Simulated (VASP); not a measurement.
W:

```xyz
2
Lattice="2.8007 0.0000 0.0000 -1.4004 2.4255 0.0000 0.0000 0.0000 4.5372" Properties=species:S:1:pos:R:3 pbc="T T T"
W     0.0000    1.6170    1.1343
W     1.4004    0.8085    3.4029
```

This isn't the form of W at room conditions, which is bcc.

- Program: VASP 6.6.1
- Task: relaxation of cell and atoms
- Functional: LDA
- Potentials or basis: VASP PAW LDA potentials, release 64 (W_sv)
- Cutoff: 600 eV
- k mesh: 17 × 17 × 9
- Occupations: fermi-dirac, width 0.05 eV
- Spin: no spin polarisation

At the start: pressure 6.5 GPa; volume 15.41 Å³/atom.

How do energy, volume and symmetry change on relaxing?

Over 11 steps the energy falls by 68.1 meV/atom and the volume is 15.82 Å³/atom (+2.7 %); space group P6_3/mmc (No. 194, to 0.1 Å) before and after.

The path:
| step | energy change (eV) | largest force (eV/Å) | pressure (GPa) | volume (Å³) |
| --- | --- | --- | --- | --- |
| 1 | 0.0000 | 0.0000 | 6.53 | 30.82 |
| 2 | 0.0157 | 0.0000 | -17.83 | 33.68 |
| 3 | -0.0479 | 0.0000 | -6.16 | 32.15 |
| 4 | -0.1139 | 0.0000 | -6.89 | 32.33 |
| 5 | -0.1198 | 0.0000 | -6.86 | 32.38 |
| 6 | -0.1293 | 0.0000 | 4.72 | 31.19 |
| 7 | -0.1361 | 0.0000 | 0.00 | 31.65 |
| 8 | -0.1361 | 0.0000 | 0.14 | 31.63 |
| 9 | -0.1361 | 0.0000 | -0.07 | 31.65 |
| 10 | -0.1361 | 0.0000 | -0.04 | 31.65 |
| 11 | -0.1361 | 0.0000 | 0.00 | 31.64 |

Final structure:
```yaml
crystal:
  lattice:
    - [2.74177, 0.00000, 0.00000]
    - [-1.37089, 2.37444, 0.00000]
    - [0.00000, 0.00000, 4.86055]
  atoms:
    - { symbol: W, position: [0.33333, 0.66667, 0.25000] }
    - { symbol: W, position: [0.66667, 0.33333, 0.75000] }
```
